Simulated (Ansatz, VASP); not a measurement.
C: VASP beside Ansatz

POSCAR

```
C
1.0
    3.3438265309      0.0000000000      0.0000000000
   -1.6719132655      2.8958387216      0.0000000000
    0.0000000000      0.0000000000      2.0497656634
C
3
Direct
    0.0000000000      0.0000000000      0.0000000000
    0.3333333333      0.6666666667      0.5000000000
    0.6666666667      0.3333333333      0.5000000000
```

Contents of INCAR.step1:

```
PREC = Accurate
ENCUT = 600
ISMEAR = -1
SIGMA = 0.1
LREAL = False
LASPH = True
NELM = 100
GGA = PE
ALGO = Normal
EDIFF = 1E-4
LWAVE = True
LCHARG = False
```

The input INCAR.step2:

```
PREC = Accurate
ENCUT = 600
EDIFF = 1E-6
ISMEAR = -1
SIGMA = 0.1
LREAL = False
LASPH = True
NELM = 100
ALGO = Normal
ISIF = 3
LWAVE = False
LCHARG = False
METAGGA = R2SCAN
LMIXTAU = True
IBRION = 2
NSW = 80
EDIFFG = -0.01
ISTART = 1
```

KPOINTS

```
Automatic mesh
0
Gamma
  11 11 15
```

Input for Ansatz:

```yaml
crystal:
  lattice:
    - [3.3438265309, 0.0, 0.0]
    - [-1.6719132655, 2.8958387216, 0.0]
    - [0.0, 0.0, 2.0497656634]
  atoms:
    - { symbol: C, position: [0.0, 0.0, 0.0] }
    - { symbol: C, position: [0.3333333333, 0.6666666667, 0.5] }
    - { symbol: C, position: [0.6666666667, 0.3333333333, 0.5] }
hamiltonian:
  xc: r2scan
  pseudopotentials:
    kind: paw
    azcp:
      C: "pseudopotentials/C.paw.azcp"
basis:
  ecutwfc: 500
  fft_grid_basis: typed
kpoints:
  mp_grid: { grid: [11, 11, 15], shift: [0, 0, 0] }
magnetization:
  spin_polarized: false
scf:
  occupations: { method: fermi_dirac, width: 0.1 }
relax:
  max_steps: 60
  f_tol: 0.01
  cell: {}
```

Alike in both runs: task relaxation of cell and atoms; functional r2SCAN; k mesh 11 × 11 × 15; occupations fermi-dirac, width 0.1 eV; no spin polarisation.

|  | VASP | Ansatz |
| --- | --- | --- |
| version | VASP 6.6.1 | Ansatz 0.2.0 |
| potentials or method | VASP PAW PBE potentials, release 64 (C), cutoff 600 eV | plane waves (500 eV) with PAW, scalar-relativistic |
| valence electrons in the cell | 12 | 12 |

```csv
,VASP,Ansatz,Ansatz less VASP
relaxed volume (Å³/atom),9.12,13.03,+3.914
relaxed length of the cell vector where the two differ most in proportion (Å),4.979,5.948,+0.9691
```

VASP's potentials were made for PBE, not for r2SCAN. One of these differences is far larger than is usual between the two programs; its cause wasn't traced.

Noted on VASP's run: the volume moved by over 15 % at a fixed basis, so the end points are rough.
